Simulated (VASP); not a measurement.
# OsPd4 (P6/mmm) in VASP: further runs

OsPd4 is run at these levels: PBE; tasks: single point, relaxation of cell and atoms.

All numbers are computed with VASP 6.6.1; they aren't measurements. Logs are shortened: lines on timing, memory, paths and dates and some standing lists are left out, and cuts for length are marked.

## Step 1: The cell of the first run

Symmetry: P6/mmm, No. 191, hexagonal system. The conventional cell has a = 3.865 Å, b = 3.865 Å, c = 6.081 Å, α = 90.00°, β = 90.00°, γ = 120.00°. Pd (site symmetry -6m2) has 5 Pd at 2.23 to 3.04 Å within 3.1 Å. Pd (site symmetry -6m2) has 5 Pd at 2.23 to 3.04 Å and 3 Os at 2.23 Å within 3.1 Å. Os (site symmetry 6/mmm) has 6 Pd at 2.23 Å within 3.0 Å.

The cell was built from a structure type or drawn by symmetry, and may not be a known phase.

## Step 2: Single point, PBE

Input file INCAR:

```
SYSTEM = OsPd4
PREC     = Accurate       ! precision mode
ENCUT    = 600            ! plane-wave cutoff, eV
EDIFF    = 1E-6           ! SCF threshold, eV
ISMEAR   = 0              ! smearing method
SIGMA    = 0.1            ! smearing width, eV
LREAL    = .False.        ! projectors in reciprocal space
LASPH    = .True.         ! aspherical terms in the spheres
NELM     = 120            ! most SCF steps
ALGO     = Normal         ! electronic algorithm
ISIF     = 2              ! what is computed and relaxed
LWAVE    = .False.        ! write WAVECAR
LCHARG   = .False.        ! write CHGCAR
GGA      = PE             ! functional
NBANDS   = 32             ! bands
GGA_COMPAT= .False.
```

Input file KPOINTS:

```
Automatic mesh
0
Gamma
  6 6 4
  0 0 0
```

Input file POSCAR:

```
OsPd4
1.0
    3.8652109300      0.0000000000      0.0000000000
   -1.9326054600      3.3473708500      0.0000000000
    0.0000000000      0.0000000000      6.0812983500
Pd Os
4 1
Direct
    0.3333333300      0.6666666700      0.0000000000
    0.6666666700      0.3333333300      0.0000000000
    0.3333333300      0.6666666700      0.5000000000
    0.6666666700      0.3333333300      0.5000000000
    0.0000000000      0.0000000000      0.5000000000
```

Potentials or basis: VASP PAW PBE potentials, release 64 (Pd, Os).

Started as:

```
cat potpaw_PBE.64/Pd/POTCAR potpaw_PBE.64/Os/POTCAR > POTCAR
mpirun -np 1 vasp_std > vasp.out
```

OUTCAR:

```text
SYSTEM = OsPd4
   PREC = Accurate
   ENCUT = 600
   EDIFF = 1E-6
   ISMEAR = 0
   LREAL = .False.
   LASPH = .True.
   NELM = 120
   ISIF = 2
   GGA = PE

 ion  position               nearest neighbor table
   1  0.333  0.667  0.000-   2 2.23   2 2.23   2 2.23   3 3.04   3 3.04
   2  0.667  0.333  0.000-   1 2.23   1 2.23   1 2.23   4 3.04   4 3.04
   3  0.333  0.667  0.500-   4 2.23   5 2.23   4 2.23   5 2.23   5 2.23   4 2.23   1 3.04   1 3.04

   4  0.667  0.333  0.500-   3 2.23   5 2.23   3 2.23   5 2.23   5 2.23   3 2.23   2 3.04   2 3.04

   5  0.000  0.000  0.500-   3 2.23   4 2.23   3 2.23   4 2.23   4 2.23   3 2.23

  LATTYP: Found a hexagonal cell.
 ALAT       =     3.8652109300
 C/A-ratio  =     1.5733419107

  Lattice vectors:

 A1 = (   3.8652109300,   0.0000000000,   0.0000000000)
 A2 = (  -1.9326054600,   3.3473708500,   0.0000000000)
 A3 = (   0.0000000000,   0.0000000000,   6.0812983500)

Analysis of symmetry for initial positions (statically):
=====================================================================
 Subroutine PRICEL returns:
 Original cell was already a primitive cell.

 Routine SETGRP: Setting up the symmetry group for a
 hexagonal supercell.

 Subroutine GETGRP returns: Found 24 space group operations
 (whereof 24 operations were pure point group operations)
 out of a pool of 24 trial point group operations.

The static configuration has the point symmetry D_6h.

Analysis of symmetry for dynamics (positions and initial velocities):
=====================================================================
 Subroutine PRICEL returns:
 Original cell was already a primitive cell.

 Routine SETGRP: Setting up the symmetry group for a
 hexagonal supercell.

 Subroutine GETGRP returns: Found 24 space group operations
 (whereof 24 operations were pure point group operations)
 out of a pool of 24 trial point group operations.

The dynamic configuration has the point symmetry D_6h.

 Subroutine INISYM returns: Found 24 space group operations
 (whereof 24 operations are pure point group operations),
 and found     1 'primitive' translations

[... 90 lines left out ...]
   ISPIN  =      1    spin polarized calculation?
   LNONCOLLINEAR =      F non collinear calculations
   LSORBIT =      F    spin-orbit coupling
   LASPH  =      T    aspherical Exc in radial PAW
   ENCUT  =  600.0 eV  44.10 Ry    6.64 a.u.   7.72  7.72 12.15*2*pi/ulx,y,z
   NELM   =    120;   NELMIN=  2; NELMDL= -5     # of ELM steps
   EDIFF  = 0.1E-05   stopping-criterion for ELM
   LREAL  =      F    real-space projection
   EDIFFG = 0.1E-04   stopping-criterion for IOM
   NSW    =      0    number of steps for IOM
   IBRION =     -1    ionic relax: 0-MD 1-quasi-New 2-CG
   NFREE  =      0    steps in history (QN), initial steepest desc. (CG)
   ISIF   =      2    stress and relaxation
   ISYM   =      2    0-nonsym 1-usesym 2-fastsym
   POTIM  = 0.5000    time-step for ionic-motion
   TEBEG  =    0.0;   TEEND  =   0.0 temperature during run
   PSTRESS=    0.0 pullay stress
   NELECT =      48.0000    total number of electrons
   NUPDOWN=      -1.0000    fix difference up-down
   EMIN   =  10.00;   EMAX   =-10.00  energy-range for DOS
   EFERMI =   0.00;   METHOD = LEGACY
   ISMEAR =     0;   SIGMA  =   0.10  broadening in eV -4-tet -1-fermi 0-gaus
   EFERMI_NEDOS =   21; number of points for ismear=-14 and -15
   IALGO  =     38    algorithm
   IMIX   =      4    mixing-type and parameters
     AMIX     =   0.40;   BMIX     =  1.00
     AMIX_MAG =   1.60;   BMIX_MAG =  1.00
  volume/ion in A,a.u.               =      15.74       106.19
  Fermi-wavevector in a.u.,A,eV,Ry     =   1.388452  2.623793 26.229288  1.927798
  Thomas-Fermi vector in A             =   2.512577
   LORBIT       =      0    0 simple, 1 ext, 2 COOP (PROOUT), +10 PAW based schemes
   GGA     = PE    functional components
   LHFCALC =     F    Hartree Fock is set to
   AEXX    =    0.0000 exact exchange contribution
   IVDW    =     0    specifies the selected vdW correction
   LEPSILON=     F    determine dielectric tensor
   LRPA    =     F    only Hartree local field effects (RPA)
 non-spin polarized calculation
 Gauss-broadening in eV      SIGMA  =   0.10
  energy-cutoff  :      600.00
  volume of cell :       78.68
 maximum number of plane-waves:      2671
 NGX is ok and might be reduce to    32
   NGX = 15   NGY = 15   NGZ = 25

 number of electron      48.0000000 magnetization

 Free energy of the ion-electron system (eV)
  ---------------------------------------------------
  ext. energy  EPLUGINS =         0.00000000
  ---------------------------------------------------
  free energy    TOTEN  =       -16.72007137 eV

  energy without entropy =      -16.67958381  energy(sigma->0) =      -16.69982759

 E-fermi :   9.2046     XC(G=0): -12.4987

 val. band max:        9.1948665156   @ k =   0.3333   0.3333   0.0000
 cond. band min:       9.2184626466   @ k =   0.1667   0.1667   0.2500
 fundamental gap:      0.0235961310
 Fermi energy:         9.2046181993

 k-point     1 :       0.0000    0.0000    0.0000
  band No.  band energies     occupation
      1      -0.6283      2.00000
      2       2.6034      2.00000
      3       3.2261      2.00000
      4       3.2261      2.00000
      5       3.3089      2.00000
      6       3.3089      2.00000
[... 724 lines left out ...]
     31      11.0059      0.00000
     32      18.6823      0.00000

------------------------ aborting loop because EDIFF is reached ----------------------------------------

  FORCE on cell =-STRESS in cart. coord.  units (eV):
  Direction    XX          YY          ZZ          XY          YZ          ZX
  --------------------------------------------------------------------------------------
  -------------------------------------------------------------------------------------
  Total       75.5781164     75.5781161     -6.1756112      0.0000001     -0.0000000      0.0000000
  in kB     1538.9811737   1538.9811678   -125.7526628      0.0000023     -0.0000000      0.0000000
  external PRESSURE =     984.0698929 kB  Pullay stress =       0.0000000 kB

 VOLUME and BASIS-vectors are now :
 -----------------------------------------------------------------------------
  energy-cutoff  :      600.00
  volume of cell :       78.68
      direct lattice vectors                 reciprocal lattice vectors
     3.865210930  0.000000000  0.000000000     0.258718093  0.149370960  0.000000000
    -1.932605460  3.347370850  0.000000000     0.000000000  0.298741922  0.000000000
     0.000000000  0.000000000  6.081298350     0.000000000  0.000000000  0.164438569

 POSITION                                       TOTAL-FORCE (eV/Angst)
 -----------------------------------------------------------------------------------
     -0.00000      2.23158      0.00000         0.000000      0.000000      0.000000
      1.93261      1.11579      0.00000        -0.000000      0.000000     -0.000000
     -0.00000      2.23158      3.04065        -0.000000     -0.000000      0.000000
      1.93261      1.11579      3.04065         0.000000      0.000000      0.000000
      0.00000      0.00000      3.04065         0.000000      0.000000      0.000000
 -----------------------------------------------------------------------------------
    total drift:                               -0.000000      0.000000      0.000000

  FREE ENERGIE OF THE ION-ELECTRON SYSTEM (eV)
  ---------------------------------------------------
  free  energy   TOTEN  =       -16.7200713654 eV

  energy  without entropy=      -16.6795838122  energy(sigma->0) =      -16.69982759
```

Run time: 55 s. Hardware: 1 thread of Intel Xeon Platinum 8488C (Sapphire Rapids), shared host; peak memory 0.24 GiB.

What came out:

```yaml
Free_energy: -16.7201 eV
Pressure: 98.4 GPa
Band_gap_on_the_k_mesh: zero (bands 24 and 25 overlap by 0.70 eV)
```

Caveat: the cell stands under pressure; spin-orbit coupling is left out, which moves the levels of the heavy elements.

## Step 3: Single point, PBE

This run uses another cell than the first one, of 18.51 Å³/atom.

Input file INCAR:

```
PREC = Accurate
ENCUT = 600
EDIFF = 1E-6
ISMEAR = 0
SIGMA = 0.1
LREAL = F
LASPH = T
NELM = 120
ALGO = Normal
ISIF = 2
LWAVE = F
LCHARG = F
GGA = PE
NBANDS = 32
GGA_COMPAT = F
```

Input file KPOINTS:

```
regular mesh
0
Gamma
  6 6 4
```

Input file POSCAR:

```
OsPd4
1.0
    4.5212771796     -0.0000000034      0.0000000000
   -2.2606385869      3.9155408968      0.0000000000
    0.0000000000      0.0000000000      5.2268264928
Pd Os
4 1
Direct
    0.3333333333      0.6666666667      0.0000000000
    0.6666666667      0.3333333333      0.0000000000
    0.3333333333      0.6666666667      0.5000000000
    0.6666666667      0.3333333333      0.5000000000
    0.0000000000      0.0000000000      0.5000000000
```

Potentials or basis: VASP PAW PBE potentials, release 64 (Pd, Os).

Started as:

```
cat potpaw_PBE.64/Pd/POTCAR potpaw_PBE.64/Os/POTCAR > POTCAR
mpirun -np 1 vasp_std > vasp.out
```

It took 52 s on 1 thread of Intel Xeon Platinum 8488C (Sapphire Rapids), shared host; peak memory 0.26 GiB.

The run converged. Its results:

| Quantity | Value |
| --- | --- |
| Free energy | -27.1547 eV |
| Pressure | -0.4 GPa |
| Band gap on the k mesh | zero (bands 24 and 25 overlap by 0.54 eV) |

Levels at points of the mesh, in eV from the Fermi level:
| k point | band 22 | band 23 | band 24 | band 25 | band 26 | band 27 |
| --- | --- | --- | --- | --- | --- | --- |
| (0.00, 0.00, 0.00) | -0.59 | -0.03 | 0.10 | 0.10 | 0.17 | 0.59 |
| (0.50, 0.00, 0.00) | -0.35 | -0.03 | 0.27 | 0.51 | 0.86 | 1.32 |
| (0.00, 0.00, 0.50) | -1.53 | -1.10 | -1.10 | -0.27 | 0.15 | 0.15 |
| (0.50, 0.00, 0.50) | -0.38 | -0.19 | -0.18 | -0.03 | 0.54 | 1.06 |

Caveat: spin-orbit coupling is left out, which moves the levels of the heavy elements.

## Step 4: Relaxation of cell and atoms, PBE

Input file INCAR:

```
PREC = Accurate ; ENCUT = 600
EDIFF = 1E-7 ; ISMEAR = 0
SIGMA = 0.1 ; LREAL = F
LASPH = T ; NELM = 120
ALGO = Normal ; ISIF = 3
LWAVE = F ; LCHARG = F
GGA = PE ; IBRION = 2
NSW = 90 ; EDIFFG = -0.04
GGA_COMPAT = F ; NELMIN = 4
```

Input file KPOINTS:

```
Automatic mesh
0
Gamma
  6 6 4
```

Input file POSCAR:

```
OsPd4
1.0
    3.8652109300      0.0000000000      0.0000000000
   -1.9326054600      3.3473708500      0.0000000000
    0.0000000000      0.0000000000      6.0812983500
Pd Os
4 1
Direct
    0.3333333300      0.6666666700      0.0000000000
    0.6666666700      0.3333333300      0.0000000000
    0.3333333300      0.6666666700      0.5000000000
    0.6666666700      0.3333333300      0.5000000000
    0.0000000000      0.0000000000      0.5000000000
```

Started as:

```
cat potpaw_PBE.64/Pd/POTCAR potpaw_PBE.64/Os/POTCAR > POTCAR
mpirun -np 1 vasp_std > vasp.out
```

Wall time 13 min (1 thread of Intel Xeon Platinum 8488C (Sapphire Rapids), shared host); peak memory 0.27 GiB.

The run converged. Its results:

| Quantity | Value |
| --- | --- |
| Free energy | -27.1451 eV |
| Relaxed volume | 18.45 Å³/atom |
| Relaxed cell | a = 4.518 Å, b = 4.518 Å, c = 5.219 Å, α = 90.00°, β = 90.00°, γ = 120.00° |
| Space group after relaxing (to 0.1 Å) | P6/mmm (No. 191) |
| Pressure after relaxing | 0.0 GPa |
| Band gap on the k mesh | zero (bands 24 and 25 overlap by 0.54 eV) |

Final structure:
```xyz
5
Lattice="4.5181 0.0000 0.0000 -2.2590 3.9128 0.0000 0.0000 0.0000 5.2194" Properties=species:S:1:pos:R:3 pbc="T T T"
Pd    0.0000    2.6085    0.0000
Pd    2.2590    1.3043    5.2194
Pd    0.0000    2.6085    2.6097
Pd    2.2590    1.3043    2.6097
Os   -2.2590    3.9128    2.6097
```

Levels at points of the mesh, in eV from the Fermi level:
| k point | band 20 | band 21 | band 22 | band 23 | band 24 | band 25 | band 26 | band 27 | band 28 |
| --- | --- | --- | --- | --- | --- | --- | --- | --- | --- |
| (0.00, 0.00, 0.00) | -1.45 | -0.59 | -0.59 | -0.03 | 0.10 | 0.10 | 0.17 | 0.60 | 4.06 |
| (0.50, 0.00, 0.00) | -0.69 | -0.55 | -0.35 | -0.04 | 0.27 | 0.51 | 0.86 | 1.33 | 1.67 |
| (0.00, 0.00, 0.50) | -1.64 | -1.64 | -1.54 | -1.10 | -1.10 | -0.27 | 0.15 | 0.15 | 8.12 |
| (0.50, 0.00, 0.50) | -0.88 | -0.54 | -0.38 | -0.19 | -0.18 | -0.03 | 0.54 | 1.06 | 1.34 |

Caveat: the volume moved by over 15 % at a fixed basis, so the end points are rough; spin-orbit coupling is left out, which moves the levels of the heavy elements.

## Step 5: Single point, PBE, collinear spin

This run uses another cell than the first one, of 18.51 Å³/atom.

Input file INCAR:

```
  PREC = Accurate
  ENCUT = 600
  EDIFF = 1E-6
  ISMEAR = 0
  SIGMA = 0.1
  LREAL = F
  LASPH = T
  NELM = 200
  ALGO = Normal
  ISIF = 2
  LWAVE = F
  LCHARG = T
  ISPIN = 2
  MAGMOM = 1 1 1 1 1
  LORBIT = 11
  LMAXMIX = 4
  GGA = PE
  LELF = T
  LVHAR = T
  NBANDS = 36
  GGA_COMPAT = F
```

Input file KPOINTS:

```
regular mesh
0
Gamma
  6 6 4
```

Input file POSCAR:

```
OsPd4
1.0
    4.5212771796      0.0000000000      0.0000000000
   -2.2606385898      3.9155408951      0.0000000000
    0.0000000000      0.0000000000      5.2268264928
Pd Os
4 1
Direct
    0.3333333333      0.6666666667      0.0000000000
    0.6666666667      0.3333333333      0.0000000000
    0.3333333333      0.6666666667      0.5000000000
    0.6666666667      0.3333333333      0.5000000000
    0.0000000000      0.0000000000      0.5000000000
```

Started as:

```
cat potpaw_PBE.64/Pd/POTCAR potpaw_PBE.64/Os/POTCAR > POTCAR
mpirun -np 1 vasp_std > vasp.out
```

Wall time 1.7 min (1 thread of Intel Xeon Platinum 8488C (Sapphire Rapids), shared host); peak memory 0.34 GiB.

The run converged. Its results:

- Free energy: -27.4848 eV
- Pressure: 1.0 GPa
- Net moment: 2.60 μB per cell
- Site moments: Pd +0.15, +0.20 (each value once); Os +1.83 μB
- Valence electrons inside the program's atomic spheres: Pd 9.27, 9.63 (each value once); Os 6.78

Stress tensor (GPa, compression positive):
```
1.34 0.00 0.00
0.00 1.34 0.00
0.00 0.00 0.25
```

Levels at points of the mesh, in eV from the Fermi level:
Spin up:
| k point | band 21 | band 22 | band 23 | band 24 | band 25 | band 26 | band 27 | band 28 | band 29 | band 30 |
| --- | --- | --- | --- | --- | --- | --- | --- | --- | --- | --- |
| (0.00, 0.00, 0.00) | -0.96 | -0.82 | -0.82 | -0.33 | -0.33 | 0.05 | 0.54 | 3.85 | 6.84 | 6.84 |
| (0.50, 0.00, 0.00) | -0.74 | -0.53 | -0.36 | 0.12 | 0.26 | 0.54 | 1.06 | 1.60 | 4.34 | 4.80 |
| (0.00, 0.00, 0.50) | -1.73 | -1.59 | -1.28 | -1.10 | -1.10 | -0.45 | -0.45 | 7.67 | 7.85 | 7.88 |
| (0.50, 0.00, 0.50) | -0.87 | -0.79 | -0.75 | -0.52 | -0.22 | 0.47 | 0.74 | 1.06 | 1.37 | 3.44 |
Spin down:
| k point | band 21 | band 22 | band 23 | band 24 | band 25 | band 26 |
| --- | --- | --- | --- | --- | --- | --- |
| (0.00, 0.00, 0.00) | -0.46 | -0.46 | 0.19 | 0.52 | 0.52 | 0.52 |
| (0.50, 0.00, 0.00) | -0.41 | -0.25 | 0.40 | 0.44 | 0.84 | 1.10 |
| (0.00, 0.00, 0.50) | -1.43 | -1.42 | -1.02 | -1.02 | 0.33 | 0.59 |
| (0.50, 0.00, 0.50) | -0.40 | -0.12 | -0.07 | 0.42 | 0.44 | 0.57 |

Caveat: spin-orbit coupling is left out, which moves the levels of the heavy elements.

## Step 6: Overview

| task | spin | cell | gap on the mesh (eV) | pressure (GPa) |
| --- | --- | --- | --- | --- |
| single point | off | a = 3.865, b = 3.865, c = 6.081 Å, angles 90.0, 90.0, 120.0°, 5 atoms | none | 98.4 |
| single point | off | a = 4.521, b = 4.521, c = 5.227 Å, angles 90.0, 90.0, 120.0°, 5 atoms | none | -0.4 |
| relaxation of cell and atoms | off | relaxed from a = 3.865, b = 3.865, c = 6.081 Å, angles 90.0, 90.0, 120.0°, 5 atoms | none | 0.0 |
| single point | collinear | a = 4.521, b = 4.521, c = 5.227 Å, angles 90.0, 90.0, 120.0°, 5 atoms | none | 1.0 |

Alike in all rows: level PBE; potentials or basis VASP PAW PBE potentials, release 64 (Pd, Os); k mesh 6 × 6 × 4; cutoff (eV) 600; smearing gaussian 0.1 eV.

Caveats: spin-orbit coupling is left out, which moves the levels of the heavy elements; the cell stands under pressure (at least some runs); the volume moved by over 15 % at a fixed basis, so the end points are rough (at least some runs).

Total energies depend on the potentials used, so only differences within one code and one set of settings carry meaning.
